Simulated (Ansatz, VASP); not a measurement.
Two plane-wave programs on CuO

The input INCAR:

```
PREC = Accurate
ENCUT = 520
EDIFF = 1E-7
ISMEAR = 0
SIGMA = 0.1
LREAL = F
LASPH = T
NELM = 60
ALGO = Normal
ISIF = 2
LWAVE = F
LCHARG = F
GGA = PS
NBANDS = 25
```

The input KPOINTS:

```
regular mesh
0
Gamma
  4 4 2
```

POSCAR

```
CuO
1.0
    2.3446500000     -1.7134000000      0.0000000000
    2.3446500000      1.7134000000      0.0000000000
   -0.8605500000      0.0000000000      5.0594400000
Cu O
2 2
Direct
    0.0032000000      0.4968000000      0.0000000000
    0.4968000000      0.0032000000      0.5000000000
    0.5714000000      0.4056000000      0.2537000000
    0.4056000000      0.5714000000      0.7537000000
```

Input for Ansatz:

```yaml
crystal:
  lattice:
    - [2.34465, -1.7134, 0.0]
    - [2.34465, 1.7134, 0.0]
    - [-0.86055, 0.0, 5.05944]
  atoms:
    - { symbol: Cu, position: [0.0032, 0.4968, 0.0] }
    - { symbol: Cu, position: [0.4968, 0.0032, 0.5] }
    - { symbol: O, position: [0.5714, 0.4056, 0.2537] }
    - { symbol: O, position: [0.4056, 0.5714, 0.7537] }
basis:
  ecutwfc: 420
kpoints:
  mp_grid: { grid: [4, 4, 2] }
hamiltonian:
  xc: pbesol
scf:
  occupations: { method: gaussian, width: 0.1 }
output:
  forces: true
  stress: true
  eigenvalues: true
```

Alike in both runs: task single point; functional PBEsol; k mesh 4 × 4 × 2; occupations gaussian, width 0.1 eV; no spin polarisation.

|  | VASP | Ansatz |
| --- | --- | --- |
| version | VASP 6.6.1 | Ansatz 0.2.0 |
| potentials or method | VASP PAW PBE potentials, release 64 (Cu, O), cutoff 520 eV | scalar-relativistic, plane waves, PAW |
| valence electrons in the cell | 34 | 50 |

VASP gave:

* gap on the k mesh at the Fermi level (eV): none
* pressure (GPa): -2.2
* traceless stress, the component that is largest in VASP (GPa): 1.99
* rms of the force components (eV/Å): 0.434

**Question.** Estimate Ansatz's values.

**Answer.** gap on the k mesh at the Fermi level (eV): none; pressure (GPa): -2.9; traceless stress, the component that is largest in VASP (GPa): 2.36; rms of the force components (eV/Å): 0.427.

VASP's potentials were made for PBE, not for PBEsol. Atom by atom the forces differ by 0.021 eV/Å (rms over components). A gap of «none» marks a metal or a gap that the smearing closes. With one functional, cell and mesh, what is left measures potentials, basis and numerics. VASP's potentials hold 34 valence electrons a cell and Ansatz's 50, so a difference there can come from the potentials and not from the codes.

The k mesh is coarse, so the values compare programs but aren't converged.
